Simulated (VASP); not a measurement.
A run of VASP 6.6.1 is set up as follows.

File INCAR:

```
PREC = Accurate
ENCUT = 500
EDIFF = 1E-6
ISMEAR = -1
SIGMA = 0.1
LREAL = F
LASPH = T
NELM = 200
ALGO = Normal
ISIF = 2
LWAVE = F
LCHARG = T
MAGMOM = 0 0 0 0 0 0
LORBIT = 11
LSORBIT = T
GGA_COMPAT = F
LORBMOM = T
GGA = CA
LVHAR = T
NBANDS = 28
```

File KPOINTS:

```
Automatic mesh
0
Gamma
  6 6 6
```

Contents of POSCAR:

```
CsBr
1.0
    4.2558780000      0.0000000000      0.0000000000
    0.0000000000      4.2558780000      0.0000000000
    0.0000000000      0.0000000000      4.2558780000
Cs Br
1 1
Direct
    0.0000000000      0.0000000000      0.0000000000
    0.5000000000      0.5000000000      0.5000000000
```

Potentials or basis: VASP PAW LDA potentials, release 64 (Cs_sv, Br).

Run with:

```sh
$ cat potpaw_LDA.64/Cs_sv/POTCAR potpaw_LDA.64/Br/POTCAR > POTCAR
$ mpirun -np 1 vasp_ncl > vasp.out
```

Task: Predict the pressure.

Result: -1.3 GPa.

Task: What does it give for the net moment?

Result: 0.00 μB per cell.

Moments on the atoms (μB; x, y, z):
```
Cs  0.00 0.00 0.00
Br  0.00 0.00 0.00
```
